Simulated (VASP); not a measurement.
# Si3Sn (P-4m2) in VASP: a series of runs

Si3Sn is run at these levels: PBE-based screened hybrid with 15 % exact exchange, PBE-based screened hybrid with 40 % exact exchange, HSE06; tasks: single point.

Program: VASP 6.6.1. These are calculated values, not measurements. Logs are shortened: lines on timing, memory, paths and dates and some standing lists are left out, and cuts for length are marked.

## (1) The cell of the first run

The structure is tetragonal, space group P-4m2 (No. 115). The conventional cell has a = 4.038 Å, b = 4.038 Å, c = 5.749 Å, α = 90.00°, β = 90.00°, γ = 90.00°. Within 3.2 Å of Si (site symmetry 2mm) lie 2 Si at 2.40 Å and 2 Sn at 2.56 Å. Within 3.2 Å of Si (site symmetry -4m2) lie 4 Si at 2.40 Å. Within 3.4 Å of Sn (site symmetry -4m2) lie 4 Si at 2.56 Å.

## (2) Single point, PBE-based screened hybrid with 15 % exact exchange

File POSCAR:

```
Si3Sn
1.0
    4.0376389110      0.0000000000      0.0000000000
    0.0000000000      4.0376389110      0.0000000000
    0.0000000000      0.0000000000      5.7486205295
Si Sn
3 1
Direct
    0.5000000000      0.0000000000      0.7746010627
    0.5000000000      0.5000000000      0.0000000000
    0.0000000000      0.5000000000      0.2253989373
    0.0000000000      0.0000000000      0.5000000000
```

File INCAR.step1:

```
ALGO = Normal
EDIFF = 1E-5
ENCUT = 400
GGA = PE
GGA_COMPAT = F
ISIF = 2
ISMEAR = 0
LASPH = T
LREAL = F
LWAVE = T
NBANDS = 21
NELM = 120
PREC = Accurate
SIGMA = 0.01
```

File INCAR.step2:

```
AEXX = 0.15
ALGO = Normal
EDIFF = 1E-6
ENCUT = 400
GGA = PE
GGA_COMPAT = F
HFSCREEN = 0.1
ISIF = 2
ISMEAR = 0
ISTART = 1
LASPH = T
LCHARG = T
LELF = T
LHFCALC = T
LREAL = F
LVHAR = T
LWAVE = F
NBANDS = 21
NELM = 120
PREC = Accurate
PRECFOCK = Normal
SIGMA = 0.01
```

File KPOINTS:

```
k-points
0
Gamma
  4 4 2
```

Potentials or basis: VASP PAW PBE potentials, release 64 (Si, Sn_d).

Started as:

```sh
> cat potpaw_PBE.64/Si/POTCAR potpaw_PBE.64/Sn_d/POTCAR > POTCAR
> cp INCAR.step1 INCAR
> mpirun -np 1 vasp_std > vasp.out
> cp INCAR.step2 INCAR
> mpirun -np 1 vasp_std > vasp.out
```

OUTCAR:

```text
AEXX = 0.15
   EDIFF = 1E-6
   ENCUT = 400
   GGA = PE
   HFSCREEN = 0.1
   ISIF = 2
   ISMEAR = 0
   ISTART = 1
   LASPH = T
   LHFCALC = T
   LREAL = F
   NELM = 120
   PREC = Accurate
   PRECFOCK = Normal

 ion  position               nearest neighbor table
   1  0.500  0.000  0.775-   2 2.40   2 2.40   4 2.56   4 2.56
   2  0.500  0.500  0.000-   1 2.40   3 2.40   1 2.40   3 2.40
   3  0.000  0.500  0.225-   2 2.40   2 2.40   4 2.56   4 2.56
   4  0.000  0.000  0.500-   1 2.56   3 2.56   3 2.56   1 2.56

  LATTYP: Found a simple tetragonal cell.
 ALAT       =     4.0376389110
 C/A-ratio  =     1.4237579576

  Lattice vectors:

 A1 = (   4.0376389110,   0.0000000000,   0.0000000000)
 A2 = (   0.0000000000,   4.0376389110,   0.0000000000)
 A3 = (   0.0000000000,   0.0000000000,   5.7486205295)

Analysis of symmetry for initial positions (statically):
=====================================================================
 Subroutine PRICEL returns:
 Original cell was already a primitive cell.

 Routine SETGRP: Setting up the symmetry group for a
 simple tetragonal supercell.

 Subroutine GETGRP returns: Found  8 space group operations
 (whereof  8 operations were pure point group operations)
 out of a pool of 16 trial point group operations.

The static configuration has the point symmetry D_2d.

Analysis of symmetry for dynamics (positions and initial velocities):
=====================================================================
 Subroutine PRICEL returns:
 Original cell was already a primitive cell.

 Routine SETGRP: Setting up the symmetry group for a
 simple tetragonal supercell.

 Subroutine GETGRP returns: Found  8 space group operations
 (whereof  8 operations were pure point group operations)
 out of a pool of 16 trial point group operations.

The dynamic configuration has the point symmetry D_2d.

 Subroutine INISYM returns: Found  8 space group operations
 (whereof  8 operations are pure point group operations),
 and found     1 'primitive' translations

----------------------------------------------------------------------------------------

                                     Primitive cell

  volume of cell :      93.7170

  direct lattice vectors                    reciprocal lattice vectors
     4.037638911  0.000000000  0.000000000     0.247669497  0.000000000  0.000000000
     0.000000000  4.037638911  0.000000000     0.000000000  0.247669497  0.000000000
     0.000000000  0.000000000  5.748620530     0.000000000  0.000000000  0.173954777

  length of vectors
     4.037638911  4.037638911  5.748620530     0.247669497  0.247669497  0.173954777

  position of ions in fractional coordinates (direct lattice)
     0.500000000  0.000000000  0.774601063
     0.500000000  0.500000000  0.000000000
     0.000000000  0.500000000  0.225398937
     0.000000000  0.000000000  0.500000000

  ion indices of the primitive-cell ions
   primitive index   ion index
                 1           1
                 2           2
                 3           3
                 4           4

----------------------------------------------------------------------------------------

 KPOINTS: k-points

Automatic generation of k-mesh.
 Grid dimensions read from file:
 generate k-points for:    4    4    2

 Generating k-lattice:

  Cartesian coordinates                     Fractional coordinates (reciprocal lattice)
     0.061917374  0.000000000  0.000000000     0.250000000  0.000000000  0.000000000
     0.000000000  0.061917374  0.000000000     0.000000000  0.250000000  0.000000000
     0.000000000  0.000000000  0.086977388     0.000000000  0.000000000  0.500000000

  Length of vectors
     0.061917374  0.061917374  0.086977388

  Shift w.r.t. Gamma in fractional coordinates (k-lattice)
     0.000000000  0.000000000  0.000000000

 Subroutine IBZKPT returns following result:
 ===========================================

 Found     12 irreducible k-points:

 Following reciprocal coordinates:
            Coordinates               Weight
  0.000000  0.000000  0.000000      1.000000
  0.250000  0.000000  0.000000      4.000000
  0.500000  0.000000  0.000000      2.000000
  0.250000  0.250000  0.000000      4.000000
  0.500000  0.250000  0.000000      4.000000
  0.500000  0.500000  0.000000      1.000000
  0.000000  0.000000  0.500000      1.000000
  0.250000  0.000000  0.500000      4.000000
  0.500000  0.000000  0.500000      2.000000
  0.250000  0.250000  0.500000      4.000000
  0.500000  0.250000  0.500000      4.000000
  0.500000  0.500000  0.500000      1.000000
   k-points           NKPTS =     12   k-points in BZ     NKDIM =     32   number of bands    NBANDS=     21
   number of dos      NEDOS =    301   number of ions     NIONS =      4
   total plane-waves  NPLWV =  31360
   dimension x,y,z NGX =    28 NGY =   28 NGZ =   40
   dimension x,y,z NGXF=    56 NGYF=   56 NGZF=   80
   ions per type =               3   1
   NGX,Y,Z   is equivalent  to a cutoff of  11.53, 11.53, 11.57 a.u.
   NGXF,Y,Z  is equivalent  to a cutoff of  23.06, 23.06, 23.14 a.u.
 SYSTEM =  unknown system
   PREC   = accura    normal or accurate (medium, high low for compatibility)
   ISTART =      1    job   : 0-new  1-cont  2-samecut
   ICHARG =      0    charge: 1-file 2-atom 10-const
   ISPIN  =      1    spin polarized calculation?
   LNONCOLLINEAR =      F non collinear calculations
   LSORBIT =      F    spin-orbit coupling
   LASPH  =      T    aspherical Exc in radial PAW
   ENCUT  =  400.0 eV  29.40 Ry    5.42 a.u.   6.58  6.58  9.37*2*pi/ulx,y,z
   NELM   =    120;   NELMIN=  2; NELMDL=  0     # of ELM steps
   EDIFF  = 0.1E-05   stopping-criterion for ELM
   LREAL  =      F    real-space projection
   EDIFFG = 0.1E-04   stopping-criterion for IOM
   NSW    =      0    number of steps for IOM
   IBRION =     -1    ionic relax: 0-MD 1-quasi-New 2-CG
   NFREE  =      0    steps in history (QN), initial steepest desc. (CG)
   ISIF   =      2    stress and relaxation
   ISYM   =      3    0-nonsym 1-usesym 2-fastsym
   POTIM  = 0.5000    time-step for ionic-motion
   TEBEG  =    0.0;   TEEND  =   0.0 temperature during run
   PSTRESS=    0.0 pullay stress
   NELECT =      26.0000    total number of electrons
   NUPDOWN=      -1.0000    fix difference up-down
[... 26 lines left out ...]
 non-spin polarized calculation
 Gauss-broadening in eV      SIGMA  =   0.01
  energy-cutoff  :      400.00
  volume of cell :       93.72
 maximum number of plane-waves:      1716
 NGX is ok and might be reduce to    28
  NGX = 20; NGY = 20; NGZ = 30

 number of electron      26.0000026 magnetization

 Free energy of the ion-electron system (eV)
  ---------------------------------------------------
  ext. energy  EPLUGINS =         0.00000000
  ---------------------------------------------------
  free energy    TOTEN  =       -22.02142947 eV

  energy without entropy =      -22.02142947  energy(sigma->0) =      -22.02142947

 E-fermi :   5.7738     XC(G=0):  -8.2474

 val. band max:        5.7095513847   @ k =   0.0000   0.0000   0.0000
 cond. band min:       6.4370368343   @ k =   0.5000   0.5000   0.0000
 fundamental gap:      0.7274854496
 Fermi energy:         5.7737605812

 k-point     1 :       0.0000    0.0000    0.0000
  band No.  band energies     occupation
      1     -16.8348      2.00000
      2     -16.7967      2.00000
      3     -16.7967      2.00000
      4     -16.7553      2.00000
      5     -16.7533      2.00000
      6      -6.8163      2.00000
[... 13 lines left out ...]
     20      13.1134      0.00000
     21      13.8618      0.00000

 k-point     2 :       0.2500    0.0000    0.0000
  band No.  band energies     occupation
      1     -16.8228      2.00000
      2     -16.8036      2.00000
      3     -16.7962      2.00000
      4     -16.7573      2.00000
      5     -16.7504      2.00000
      6      -6.2884      2.00000
[... 13 lines left out ...]
     20      12.2883      0.00000
     21      13.6760      0.00000

 k-point     3 :       0.5000    0.0000    0.0000
  band No.  band energies     occupation
      1     -16.8126      2.00000
      2     -16.8101      2.00000
      3     -16.7958      2.00000
      4     -16.7614      2.00000
      5     -16.7440      2.00000
      6      -4.9670      2.00000
[... 13 lines left out ...]
     20      11.7037      0.00000
     21      11.9899      0.00000

 k-point     4 :       0.2500    0.2500    0.0000
  band No.  band energies     occupation
      1     -16.8125      2.00000
      2     -16.8041      2.00000
      3     -16.7987      2.00000
      4     -16.7617      2.00000
      5     -16.7470      2.00000
      6      -5.7581      2.00000
[... 13 lines left out ...]
     20      11.6761      0.00000
     21      12.2090      0.00000

 k-point     5 :       0.5000    0.2500    0.0000
  band No.  band energies     occupation
      1     -16.8119      2.00000
      2     -16.8056      2.00000
      3     -16.7917      2.00000
      4     -16.7662      2.00000
      5     -16.7421      2.00000
      6      -4.4311      2.00000
[... 13 lines left out ...]
     20      13.5397      0.00000
     21      14.0652      0.00000

 k-point     6 :       0.5000    0.5000    0.0000
  band No.  band energies     occupation
      1     -16.8112      2.00000
      2     -16.8112      2.00000
      3     -16.7785      2.00000
      4     -16.7709      2.00000
      5     -16.7391      2.00000
      6      -3.0313      2.00000
[... 13 lines left out ...]
     20      15.4836      0.00000
     21      15.8562      0.00000

 k-point     7 :       0.0000    0.0000    0.5000
  band No.  band energies     occupation
      1     -16.8348      2.00000
      2     -16.7969      2.00000
      3     -16.7969      2.00000
      4     -16.7547      2.00000
      5     -16.7533      2.00000
      6      -5.9798      2.00000
[... 13 lines left out ...]
     20      11.8907      0.00000
     21      11.8907      0.00000

 k-point     8 :       0.2500    0.0000    0.5000
  band No.  band energies     occupation
      1     -16.8229      2.00000
      2     -16.8038      2.00000
      3     -16.7964      2.00000
      4     -16.7573      2.00000
      5     -16.7498      2.00000
      6      -5.5192      2.00000
[... 13 lines left out ...]
     20      10.8225      0.00000
     21      12.2066      0.00000

 k-point     9 :       0.5000    0.0000    0.5000
  band No.  band energies     occupation
      1     -16.8131      2.00000
      2     -16.8101      2.00000
      3     -16.7959      2.00000
      4     -16.7614      2.00000
      5     -16.7434      2.00000
      6      -4.7556      2.00000
[... 13 lines left out ...]
     20      12.9061      0.00000
     21      13.4633      0.00000

 k-point    10 :       0.2500    0.2500    0.5000
  band No.  band energies     occupation
      1     -16.8126      2.00000
      2     -16.8043      2.00000
      3     -16.7988      2.00000
      4     -16.7617      2.00000
      5     -16.7464      2.00000
      6      -5.0475      2.00000
[... 13 lines left out ...]
     20      11.8710      0.00000
     21      11.9973      0.00000

 k-point    11 :       0.5000    0.2500    0.5000
  band No.  band energies     occupation
      1     -16.8123      2.00000
      2     -16.8058      2.00000
      3     -16.7917      2.00000
      4     -16.7661      2.00000
      5     -16.7416      2.00000
      6      -4.2352      2.00000
[... 13 lines left out ...]
     20      12.8615      0.00000
     21      13.2637      0.00000

 k-point    12 :       0.5000    0.5000    0.5000
  band No.  band energies     occupation
      1     -16.8116      2.00000
      2     -16.8116      2.00000
      3     -16.7784      2.00000
      4     -16.7709      2.00000
      5     -16.7386      2.00000
      6      -2.9577      2.00000
[... 13 lines left out ...]
     20      10.7705      0.00000
     21      10.7705      0.00000

------------------------ aborting loop because EDIFF is reached ----------------------------------------

  FORCE on cell =-STRESS in cart. coord.  units (eV):
  Direction    XX          YY          ZZ          XY          YZ          ZX
  --------------------------------------------------------------------------------------
  -------------------------------------------------------------------------------------
  Total        0.2892747      0.2892747     -0.3517040      0.0000000     -0.0000000      0.0000000
  in kB        4.9454116      4.9454116     -6.0126965      0.0000000     -0.0000000      0.0000000
  external PRESSURE =       1.2927089 kB  Pullay stress =       0.0000000 kB

 VOLUME and BASIS-vectors are now :
 -----------------------------------------------------------------------------
  energy-cutoff  :      400.00
  volume of cell :       93.72
      direct lattice vectors                 reciprocal lattice vectors
     4.037638911  0.000000000  0.000000000     0.247669497  0.000000000  0.000000000
     0.000000000  4.037638911  0.000000000     0.000000000  0.247669497  0.000000000
     0.000000000  0.000000000  5.748620530     0.000000000  0.000000000  0.173954777

 POSITION                                       TOTAL-FORCE (eV/Angst)
 -----------------------------------------------------------------------------------
      2.01882      0.00000      4.45289        -0.000000      0.000000      0.051248
      2.01882      2.01882      0.00000         0.000000      0.000000     -0.000000
      0.00000      2.01882      1.29573        -0.000000      0.000000     -0.051248
      0.00000      0.00000      2.87431        -0.000000      0.000000     -0.000000
 -----------------------------------------------------------------------------------
    total drift:                               -0.000001     -0.000001     -0.000001

  FREE ENERGIE OF THE ION-ELECTRON SYSTEM (eV)
  ---------------------------------------------------
  free  energy   TOTEN  =       -22.0214294736 eV

  energy  without entropy=      -22.0214294736  energy(sigma->0) =      -22.02142947
```

Run time: 17 min. Hardware: 1 thread of AMD EPYC 7R13, shared host; peak memory 0.26 GiB.

Results:

| Item | Value |
| --- | --- |
| Free energy | -22.0214 eV |
| Pressure | 0.1 GPa |
| Largest force | 0.051 eV/Å |
| Band gap on the k mesh | 0.73 eV (least direct gap 1.01 eV) |

Forces in eV/Å, atoms in the order of the input:
```
Si   0.000  0.000  0.051
Si   0.000  0.000  0.000
Si   0.000  0.000 -0.051
Sn   0.000  0.000  0.000
```

Caveat: the k points lie up to 0.55 Å⁻¹ apart; the PAW data sets were made with another functional, which shifts forces and pressure a little; spin-orbit coupling is left out, which moves the levels of the heavy elements. A k mesh can miss the band edges.

## (3) Single point, PBE-based screened hybrid with 40 % exact exchange

POSCAR is that of step 2.

INCAR.step1, as its differences from that of step 2:

```diff
@@ -8,2 +8,3 @@
 LASPH = T
+LCHARG = F
 LREAL = F
```

File INCAR.step2:

```
AEXX = 0.4
ALGO = Normal
EDIFF = 1E-6
ENCUT = 400
GGA = PE
GGA_COMPAT = F
HFSCREEN = 0.5
ISIF = 2
ISMEAR = 0
ISTART = 1
LASPH = T
LCHARG = F
LHFCALC = T
LREAL = F
LWAVE = F
NBANDS = 21
NELM = 120
PREC = Accurate
PRECFOCK = Normal
SIGMA = 0.01
```

KPOINTS is that of step 2.

Potentials or basis: VASP PAW PBE potentials, release 64 (Si, Sn_d).

Started as:

```sh
> cat potpaw_PBE.64/Si/POTCAR potpaw_PBE.64/Sn_d/POTCAR > POTCAR
> cp INCAR.step1 INCAR
> mpirun -np 1 vasp_std > vasp.out
> cp INCAR.step2 INCAR
> mpirun -np 1 vasp_std > vasp.out
```

It took 16 min on 1 thread of AMD EPYC 7R13, shared host; peak memory 0.26 GiB.

The run converged. Its results:

- Free energy: -21.9254 eV
- Pressure: -0.2 GPa
- Largest force: 0.036 eV/Å
- Band gap on the k mesh: 0.59 eV (least direct gap 0.85 eV)

Forces on the atoms (eV/Å):
```
Si   0.000  0.000  0.036
Si   0.000  0.000  0.000
Si   0.000  0.000 -0.036
Sn   0.000  0.000  0.000
```

Stress tensor (GPa, compression positive):
```
 0.15  0.00  0.00
 0.00  0.15  0.00
 0.00  0.00 -1.03
```

Levels at points of the mesh, in eV from the valence-band top:
```
           k point  band 11  band 12  band 13  band 14  band 15  band 16
(0.00, 0.00, 0.00)    -0.29     0.00     0.00     0.85     0.87     2.45
(0.50, 0.00, 0.00)    -3.78    -2.20    -0.96     1.88     3.24     4.67
(0.50, 0.50, 0.00)    -3.12    -3.12    -2.84     0.59     0.90     0.90
(0.00, 0.00, 0.50)    -2.72    -1.49    -1.49     0.96     1.34     3.19
(0.50, 0.00, 0.50)    -1.50    -1.41    -0.76     0.99     1.45     3.24
(0.50, 0.50, 0.50)    -4.02    -4.02    -3.95     4.43     4.43     4.61
```

Caveat: the k points lie up to 0.55 Å⁻¹ apart; the PAW data sets were made with another functional, which shifts forces and pressure a little; spin-orbit coupling is left out, which moves the levels of the heavy elements. A k mesh can miss the band edges.

## (4) Single point, HSE06

POSCAR is that of step 3.

File INCAR.step1:

```
SYSTEM = Si3Sn
PREC = Accurate
ENCUT = 400
EDIFF = 1E-5
ISMEAR = 1
SIGMA = 0.5
LREAL = .FALSE.
LASPH = .TRUE.
NELM = 120
ALGO = Normal
ISIF = 2
LWAVE = .TRUE.
LCHARG = .FALSE.
GGA = PE
NBANDS = 21
GGA_COMPAT = .FALSE.
```

File INCAR.step2:

```
SYSTEM = Si3Sn
PREC = Accurate
ENCUT = 400
EDIFF = 1E-6
ISMEAR = 1
SIGMA = 0.5
LREAL = .FALSE.
LASPH = .TRUE.
NELM = 120
ALGO = Normal
ISIF = 2
LWAVE = .FALSE.
LCHARG = .FALSE.
GGA = PE
LHFCALC = .TRUE.
HFSCREEN = 0.2079
PRECFOCK = Normal
ISTART = 1
NBANDS = 21
GGA_COMPAT = .FALSE.
```

File KPOINTS:

```
regular mesh
0
G
  4 4 2
  0 0 0
```

Started as:

```sh
> cat potpaw_PBE.64/Si/POTCAR potpaw_PBE.64/Sn_d/POTCAR > POTCAR
> cp INCAR.step1 INCAR
> mpirun -np 1 vasp_std > vasp.out
> cp INCAR.step2 INCAR
> mpirun -np 1 vasp_std > vasp.out
```

Run time: 15 min. Hardware: 1 thread of AMD EPYC 7R13, shared host; peak memory 0.26 GiB.

Results (log left out):

- Free energy: -22.7110 eV
- Pressure: -0.5 GPa
- Largest force: 0.032 eV/Å
- Band gap on the k mesh: 0.76 eV (least direct gap 1.06 eV)

Forces in eV/Å, atoms in the order of the input:
```
Si   0.000  0.000  0.032
Si   0.000  0.000  0.000
Si   0.000  0.000 -0.032
Sn   0.000  0.000  0.000
```

Stress tensor (GPa, compression positive):
```
-0.14  0.00  0.00
 0.00 -0.14  0.00
 0.00  0.00 -1.12
```

Levels at points of the mesh, in eV from the valence-band top:
```tsv
k point	band 10	band 11	band 12	band 13	band 14	band 15	band 16	band 17
(0.00, 0.00, 0.00)	-3.33	-0.25	0.00	0.00	1.06	1.09	2.65	2.99
(0.50, 0.00, 0.00)	-4.12	-3.84	-2.22	-0.98	2.10	3.45	4.90	5.12
(0.50, 0.50, 0.00)	-3.44	-3.16	-3.16	-2.88	0.76	1.11	1.11	1.63
(0.00, 0.00, 0.50)	-2.74	-2.74	-1.52	-1.52	1.17	1.55	3.42	4.00
(0.50, 0.00, 0.50)	-2.17	-1.51	-1.41	-0.78	1.22	1.64	3.47	3.80
(0.50, 0.50, 0.50)	-4.10	-4.09	-4.09	-4.02	4.67	4.67	4.83	4.91
```

Caveat: the k points lie up to 0.55 Å⁻¹ apart; the PAW data sets were made with another functional, which shifts forces and pressure a little; spin-orbit coupling is left out, which moves the levels of the heavy elements.

## (5) Overview

```tsv
level	smearing	share of exact exchange	screening parameter	gap on the mesh (eV)	pressure (GPa)	largest force (eV/Å)
PBE-based screened hybrid with 15 % exact exchange	gaussian 0.01 eV	0.15	0.1 1/Å	0.73	0.1	0.05
PBE-based screened hybrid with 40 % exact exchange	gaussian 0.01 eV	0.4	0.5 1/Å	0.59	-0.2	0.04
HSE06	methfessel-paxton 0.5 eV	0.25	0.2079 1/Å	0.76	-0.5	0.03
```

Alike in all rows: task single point; potentials or basis VASP PAW PBE potentials, release 64 (Si, Sn_d); no spin polarisation; cell as given; k mesh 4 × 4 × 2; cutoff (eV) 400.

Caveats: all runs use coarse meshes; the PAW data sets were made with another functional, which shifts forces and pressure a little; spin-orbit coupling is left out, which moves the levels of the heavy elements.

Absolute energies hang on the potentials; compare differences alone.
